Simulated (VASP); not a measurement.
# MgO (Fm-3m) in VASP: G0W0 quasiparticle levels with PBE

Aim: the G0W0 quasiparticle levels of MgO with PBE.

Program: VASP 6.6.1. These are calculated values, not measurements. Logs are shortened: lines on timing, memory, paths and dates and some standing lists are left out, and cuts for length are marked.

## (1) The cell of the first run

It takes space group Fm-3m (No. 225, cubic). The conventional cell has a = 4.309 Å, b = 4.309 Å, c = 4.309 Å, α = 90.00°, β = 90.00°, γ = 90.00°. Within 2.9 Å of Mg (site symmetry m-3m) lie 6 O at 2.15 Å. Within 2.9 Å of O (site symmetry m-3m) lie 6 Mg at 2.15 Å.

## (2) G0W0 quasiparticle levels, PBE

Contents of POSCAR:

```
MgO
1.0
    0.0000000000      2.1547216012      2.1547216012
    2.1547216012      0.0000000000      2.1547216012
    2.1547216012      2.1547216012      0.0000000000
Mg O
1 1
Direct
    0.0000000000      0.0000000000      0.0000000000
    0.5000000000      0.5000000000      0.5000000000
```

Contents of INCAR.step1:

```
SYSTEM = MgO
PREC = Accurate ; ENCUT = 500
EDIFF = 1E-8 ; ISMEAR = 0
SIGMA = 0.01 ; LREAL = .FALSE.
LASPH = .TRUE. ; NELM = 100
ALGO = Normal ; LWAVE = .TRUE.
LCHARG = .FALSE. ; GGA = PE
```

Contents of INCAR.step2:

```
SYSTEM = MgO
PREC = Accurate ; ENCUT = 500
EDIFF = 1E-8 ; ISMEAR = 0
SIGMA = 0.01 ; LREAL = .FALSE.
LASPH = .TRUE. ; NELM = 1
ALGO = Exact ; LWAVE = .TRUE.
LCHARG = .FALSE. ; GGA = PE
NBANDS = 87 ; LOPTICS = .TRUE.
ISTART = 1
```

Contents of INCAR.step3:

```
SYSTEM = MgO
PREC = Accurate ; ENCUT = 500
EDIFF = 1E-8 ; ISMEAR = 0
SIGMA = 0.01 ; LREAL = .FALSE.
LASPH = .TRUE. ; ALGO = EVGW0
LWAVE = .FALSE. ; LCHARG = .FALSE.
GGA = PE ; NELMGW = 1
NBANDS = 87 ; ENCUTGW = 150.0
NOMEGA = 96 ; PRECFOCK = Fast
ISTART = 1 ; NBANDSGW = 12
OMEGAMAX = 20
```

Contents of KPOINTS:

```
regular mesh
0
G
  6 6 6
  0 0 0
```

Potentials or basis: VASP PAW PBE potentials, release 64 (Mg_GW, O_GW).

On the command line:

```
> cat potpaw_PBE.64/Mg_GW/POTCAR potpaw_PBE.64/O_GW/POTCAR > POTCAR
> cp INCAR.step1 INCAR
> mpirun -np 1 vasp_std > vasp.out
> cp INCAR.step2 INCAR
> mpirun -np 1 vasp_std > vasp.out
> cp INCAR.step3 INCAR
> mpirun -np 1 vasp_std > vasp.out
```

OUTCAR:

```text
SYSTEM = MgO
   PREC = Accurate
   ENCUT = 500
   EDIFF = 1E-8
   ISMEAR = 0
   LREAL = .FALSE.
   LASPH = .TRUE.
   GGA = PE
   NELMGW = 1
   ENCUTGW = 150.0
   PRECFOCK = Fast
   ISTART = 1

 ion  position               nearest neighbor table
   1  0.000  0.000  0.000-   2 2.15   2 2.15   2 2.15   2 2.15   2 2.15   2 2.15
   2  0.500  0.500  0.500-   1 2.15   1 2.15   1 2.15   1 2.15   1 2.15   1 2.15

  LATTYP: Found a face centered cubic cell.
 ALAT       =     4.3094432024

  Lattice vectors:

 A1 = (   0.0000000000,   2.1547216012,   2.1547216012)
 A2 = (   2.1547216012,   0.0000000000,   2.1547216012)
 A3 = (   2.1547216012,   2.1547216012,   0.0000000000)

Analysis of symmetry for initial positions (statically):
=====================================================================
 Subroutine PRICEL returns:
 Original cell was already a primitive cell.

 Routine SETGRP: Setting up the symmetry group for a
 face centered cubic supercell.

 Subroutine GETGRP returns: Found 48 space group operations
 (whereof 48 operations were pure point group operations)
 out of a pool of 48 trial point group operations.

The static configuration has the point symmetry O_h .

Analysis of symmetry for dynamics (positions and initial velocities):
=====================================================================
 Subroutine PRICEL returns:
 Original cell was already a primitive cell.

 Routine SETGRP: Setting up the symmetry group for a
 face centered cubic supercell.

 Subroutine GETGRP returns: Found 48 space group operations
 (whereof 48 operations were pure point group operations)
 out of a pool of 48 trial point group operations.

The dynamic configuration has the point symmetry O_h .

 Subroutine INISYM returns: Found 48 space group operations
 (whereof 48 operations are pure point group operations),
 and found     1 'primitive' translations

----------------------------------------------------------------------------------------

                                     Primitive cell

  volume of cell :      20.0080

  direct lattice vectors                    reciprocal lattice vectors
     0.000000000  2.154721601  2.154721601    -0.232048539  0.232048539  0.232048539
     2.154721601  0.000000000  2.154721601     0.232048539 -0.232048539  0.232048539
     2.154721601  2.154721601  0.000000000     0.232048539  0.232048539 -0.232048539

  length of vectors
     3.047236512  3.047236512  3.047236512     0.401919860  0.401919860  0.401919860

  position of ions in fractional coordinates (direct lattice)
     0.000000000  0.000000000  0.000000000
     0.500000000  0.500000000  0.500000000

  ion indices of the primitive-cell ions
   primitive index   ion index
                 1           1
                 2           2

----------------------------------------------------------------------------------------

 KPOINTS: regular mesh

Automatic generation of k-mesh.
 Grid dimensions read from file:
 generate k-points for:    6    6    6

 Generating k-lattice:

  Cartesian coordinates                     Fractional coordinates (reciprocal lattice)
    -0.038674757  0.038674757  0.038674757     0.166666667  0.000000000  0.000000000
     0.038674757 -0.038674757  0.038674757     0.000000000  0.166666667  0.000000000
     0.038674757  0.038674757 -0.038674757     0.000000000  0.000000000  0.166666667

  Length of vectors
     0.066986643  0.066986643  0.066986643

  Shift w.r.t. Gamma in fractional coordinates (k-lattice)
     0.000000000  0.000000000  0.000000000

 Subroutine IBZKPT returns following result:
 ===========================================

 Found     16 irreducible k-points:

 Following reciprocal coordinates:
            Coordinates               Weight
  0.000000  0.000000  0.000000      1.000000
  0.166667  0.000000  0.000000      8.000000
  0.333333  0.000000  0.000000      8.000000
  0.500000  0.000000  0.000000      4.000000
  0.166667  0.166667  0.000000      6.000000
  0.333333  0.166667  0.000000     24.000000
[... 8 lines left out ...]
 -0.333333  0.333333  0.166667     24.000000
 -0.333333  0.500000  0.166667     12.000000
   k-points           NKPTS =     16   k-points in BZ     NKDIM =    216   number of bands    NBANDS=     87
   number of dos      NEDOS =    301   number of ions     NIONS =      2
   total plane-waves  NPLWV =  13824
   dimension x,y,z NGX =    24 NGY =   24 NGZ =   24
   dimension x,y,z NGXF=    48 NGYF=   48 NGZF=   48
   ions per type =               1   1
   NGX,Y,Z   is equivalent  to a cutoff of  13.09, 13.09, 13.09 a.u.
   NGXF,Y,Z  is equivalent  to a cutoff of  26.19, 26.19, 26.19 a.u.
 SYSTEM =  MgO
   PREC   = accura    normal or accurate (medium, high low for compatibility)
   ISTART =      1    job   : 0-new  1-cont  2-samecut
   ICHARG =      0    charge: 1-file 2-atom 10-const
   ISPIN  =      1    spin polarized calculation?
   LNONCOLLINEAR =      F non collinear calculations
   LSORBIT =      F    spin-orbit coupling
   LASPH  =      T    aspherical Exc in radial PAW
   ENCUT  =  500.0 eV  36.75 Ry    6.06 a.u.   5.56  5.56  5.56*2*pi/ulx,y,z
   NELM   =     60;   NELMIN=  2; NELMDL=  0     # of ELM steps
   EDIFF  = 0.1E-07   stopping-criterion for ELM
   LREAL  =      F    real-space projection
   EDIFFG = 0.1E-06   stopping-criterion for IOM
   NSW    =      0    number of steps for IOM
   IBRION =     -1    ionic relax: 0-MD 1-quasi-New 2-CG
   NFREE  =      0    steps in history (QN), initial steepest desc. (CG)
   ISIF   =      0    stress and relaxation
   ISYM   =      3    0-nonsym 1-usesym 2-fastsym
   POTIM  = 0.5000    time-step for ionic-motion
   TEBEG  =    0.0;   TEEND  =   0.0 temperature during run
   PSTRESS=    0.0 pullay stress
   NELECT =       8.0000    total number of electrons
   NUPDOWN=      -1.0000    fix difference up-down
   EMIN   =  10.00;   EMAX   =-10.00  energy-range for DOS
   EFERMI =   0.00;   METHOD = LEGACY
   ISMEAR =     0;   SIGMA  =   0.01  broadening in eV -4-tet -1-fermi 0-gaus
   EFERMI_NEDOS =   21; number of points for ismear=-14 and -15
   IALGO  =     38    algorithm
   IMIX   =      4    mixing-type and parameters
     AMIX     =   0.40;   BMIX     =  1.00
     AMIX_MAG =   1.60;   BMIX_MAG =  1.00
  volume/ion in A,a.u.               =      10.00        67.51
  Fermi-wavevector in a.u.,A,eV,Ry     =   1.206064  2.279130 19.790901  1.454590
  Thomas-Fermi vector in A             =   2.341742
   LORBIT       =      0    0 simple, 1 ext, 2 COOP (PROOUT), +10 PAW based schemes
   GGA     = PE    functional components
   LHFCALC =     T    Hartree Fock is set to
   PRECFOCK=fast      Normal, Fast or Accurate (Low or Medium for compatibility)
   ENCUT4O =  -1.0   cutoff for four orbital integrals eV
   NKREDX  =     1    reduce k-point grid by
   NKREDY  =     1    reduce k-point grid by
   NKREDZ  =     1    reduce k-point grid by
   AEXX    =    1.0000 exact exchange contribution
   HFSCREEN=    0.0000 screening length (either q_TF or 0.3 A-1)
   HFSCREENC=   0.0000 screening length for correlation (either q_TF or 0.3 A-1)
   ENCUTFOCK=  -1.0 apply spherical cutoff to Coloumb kernel
   IVDW    =     0    specifies the selected vdW correction
   LEPSILON=     F    determine dielectric tensor
   LRPA    =     F    only Hartree local field effects (RPA)
   LRPAFORCE           =     F    calculate RPA forces
   ENCUTGW             = 150.0    cutoff for response function in eV
   ENCUTGWSOFT         = 120.0    soft cutoff for Coulomb kernel in GW response function in eV
   ENCUTLF             =  -1.0    cutoff for local field effects
   NELMGW              =     1    number of iterations in solving QP/BSE equation
   NELMHF              =     1    number of iterations in the inner HF iteration
   NKREDLFX            =     1    NKREDLFY  =   1   NKREDLFZ  =   1
 non-spin polarized calculation
 Gauss-broadening in eV      SIGMA  =   0.01
  energy-cutoff  :      500.00
  volume of cell :       20.01
 maximum number of plane-waves:       531
 NGX is ok and might be reduce to    24
  NGX = 14; NGY = 14; NGZ = 14
   NGX = 11   NGY = 11   NGZ = 11
 maximum number of plane-waves:        92
 NGX is ok and might be reduce to    14

 QP shifts <psi_nk| G(iteration)W_0 |psi_nk>: iteration 1
 for sc-GW calculations column KS-energies equals QP-energies in previous step
 and V_xc(KS)=  KS-energies - (<T + V_ion + V_H > + <T+V_H+V_ion>^1  + <V_x>^1)

 k-point   1 :       0.0000    0.0000    0.0000
  band No.  KS-energies  QP-energies   sigma(KS)   V_xc(KS)     V^pw_x(r,r')   Z            occupation Imag(sigma)

      1     -14.2458     -16.1833     -21.0174     -18.1715     -29.8741       0.6808       2.0000       1.0976
      2       2.6865       1.4724     -21.1233     -19.5555     -24.9825       0.7744       2.0000       0.0451
      3       2.6865       1.4724     -21.1233     -19.5555     -24.9825       0.7744       2.0000       0.0451
      4       2.6865       1.4724     -21.1233     -19.5555     -24.9825       0.7744       2.0000       0.0451
      5       6.7736       7.9111     -10.4039     -11.7641      -7.2338       0.8362       0.0000      -0.0413
      6      18.1031      19.2335      -7.4056      -8.7852      -2.9310       0.8193       0.0000      -0.0862
      7      18.1031      19.2335      -7.4056      -8.7852      -2.9310       0.8193       0.0000      -0.0862
      8      18.1031      19.2335      -7.4056      -8.7852      -2.9310       0.8193       0.0000      -0.0862
      9      21.8440      22.1830      -7.2237      -7.6657      -1.5849       0.7669       0.0000      -0.4626
     10      23.5394      24.9374      -7.8741      -9.5952      -3.1075       0.8122       0.0000      -0.1706
     11      23.5394      24.9374      -7.8741      -9.5952      -3.1075       0.8122       0.0000      -0.1706
     12      25.4273      26.8141      -7.5348      -9.2883      -1.8450       0.7909       0.0000      -0.4687

 k-point   2 :       0.1667    0.0000    0.0000
  band No.  KS-energies  QP-energies   sigma(KS)   V_xc(KS)     V^pw_x(r,r')   Z            occupation Imag(sigma)
[... 225 lines left out ...]
      1     -12.8599     -14.8969     -22.5983     -19.7860     -31.2667       0.7243       2.0000       1.0069
      2      -0.6256      -2.3333     -17.7440     -15.4852     -21.8305       0.7560       2.0000       0.0695
      3       0.6092      -0.9566     -18.8308     -16.7830     -22.8033       0.7646       2.0000       0.0573
      4       1.1321      -0.3400     -19.4202     -17.5010     -23.3814       0.7670       2.0000       0.0530
      5      12.9521      14.1655      -9.2830     -10.7606      -5.2705       0.8213       0.0000      -0.0582
      6      13.3105      14.8027      -8.6792     -10.4828      -4.6747       0.8274       0.0000      -0.0561
      7      14.5580      16.1875     -11.8975     -13.9744      -7.4906       0.7846       0.0000      -0.0809
      8      18.2194      19.6562      -9.0042     -10.8131      -4.0678       0.7943       0.0000      -0.1607
      9      21.8590      23.2316      -9.1990     -10.9774      -3.6809       0.7718       0.0000      -0.3032
     10      26.3725      27.4687      -7.8009      -9.1704      -2.2280       0.8004       0.0000      -0.5741
     11      27.6867      29.4607      -8.7605     -10.8764      -3.4688       0.8384       0.0000      -0.6418
     12      29.8832      31.7157      -9.3556     -11.5038      -3.6157       0.8531       0.0000      -0.8415
```

Run time: 2.9 min. Hardware: 1 thread of AMD EPYC 9R45 (Zen 5), shared host; peak memory 0.35 GiB.

Results:

* Quasiparticle gap: 6.44 eV
* Least direct quasiparticle gap: 6.44 eV
* Band gap of the starting levels on the mesh: 4.09 eV
* Least direct gap of the starting levels on the mesh: 4.09 eV

Caveat: the k points lie up to 0.42 Å⁻¹ apart; bands, screening cutoff and mesh are small and nothing is extrapolated, so the quasiparticle values aren't converged.
